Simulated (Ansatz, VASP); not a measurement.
**One calculation of Sb, two programs**

File INCAR:

```
SYSTEM = Sb
PREC = Accurate
ENCUT = 520
EDIFF = 1E-7
ISMEAR = 0
SIGMA = 0.1
LREAL = .FALSE.
LASPH = .TRUE.
NELM = 100
ALGO = Normal
ISIF = 2
LWAVE = .FALSE.
LCHARG = .FALSE.
GGA = PE
NBANDS = 8
```

The input KPOINTS:

```
regular mesh
0
G
  6 6 6
  0 0 0
```

Contents of POSCAR:

```
Sb
1.0
   -1.8645118700      2.1146795000      2.1432923700
    1.8645118700     -2.1146795000      2.1432923700
    1.8645118700      2.1146795000     -2.1432923700
Sb
1
Direct
    0.0000000000      0.0000000000      0.0000000000
```

Input for Ansatz:

```yaml
crystal:
  lattice:
    - [-1.86451187, 2.1146795, 2.14329237]
    - [1.86451187, -2.1146795, 2.14329237]
    - [1.86451187, 2.1146795, -2.14329237]
  atoms:
    - { symbol: Sb, position: [0.0, 0.0, 0.0] }
basis:
  ecutwfc: 420
kpoints:
  mp_grid: { grid: [6, 6, 6] }
hamiltonian:
  xc: pbe
scf:
  occupations: { method: gaussian, width: 0.1 }
  lower_state_search: "off"
output:
  forces: true
  stress: true
  eigenvalues: true
```

Alike in both runs: task single point; functional PBE; k mesh 6 × 6 × 6; occupations gaussian, width 0.1 eV; no spin polarisation.

|  | VASP | Ansatz |
| --- | --- | --- |
| version | VASP 6.6.1 | Ansatz 0.2.0 |
| potentials or method | VASP PAW PBE potentials, release 64 (Sb), cutoff 520 eV | scalar-relativistic, plane waves, PAW |
| valence electrons in the cell | 5 | 15 |

```tsv
	VASP	Ansatz	Ansatz less VASP
gap on the k mesh at the Fermi level (eV)	none	none	-
pressure (GPa)	-8.2	-8.1	+0.09
traceless stress, the component that is largest in VASP (GPa)	-2.40	-2.40	+0.004
```

A gap of «none» marks a metal or a gap that the smearing closes. With one functional, cell and mesh, what is left measures potentials, basis and numerics. VASP's potentials hold 5 valence electrons a cell and Ansatz's 15, so a difference there can come from the potentials and not from the codes.

The k mesh is coarse, so the values compare programs but aren't converged. Spin-orbit coupling is off throughout.
